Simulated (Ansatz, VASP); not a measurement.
SnGe2 in VASP and in Ansatz

```
Sn Ge
1.0
     2.77653   -1.59431    0.09542
     2.77653    1.59431    0.09542
    -0.26362    0.00000    7.81867
Sn Ge
1 2
Direct
  0.50000 0.50000 0.00000
  0.83320 0.83320 0.63366
  0.16680 0.16680 0.36634
```

Alike in both runs: functional PBE; k mesh 6 × 6 × 2; occupations gaussian, width 0.1 eV; no spin polarisation.

Ansatz relaxed the structure, and its values are those at the end. VASP's run is a single point on that final structure, the one shown.

```csv
,VASP,Ansatz
version,VASP 6.6.1,Ansatz 0.2.0
potentials or method,"VASP PAW PBE potentials, release 64 (Sn_d, Ge_d), cutoff 520 eV","scalar-relativistic, plane waves, PAW"
valence electrons in the cell,42,42
```

|  | VASP | Ansatz | Ansatz less VASP |
| --- | --- | --- | --- |
| gap on the k mesh at the Fermi level (eV) | none | none | - |
| pressure (GPa) | 0.2 | 0.2 | +0.02 |
| rms of the force components (eV/Å) | 0.008 | 0.006 | -0.0022 |

A gap of «none» marks a metal or a gap that the smearing closes.

The k mesh is coarse, so the values compare programs but aren't converged.
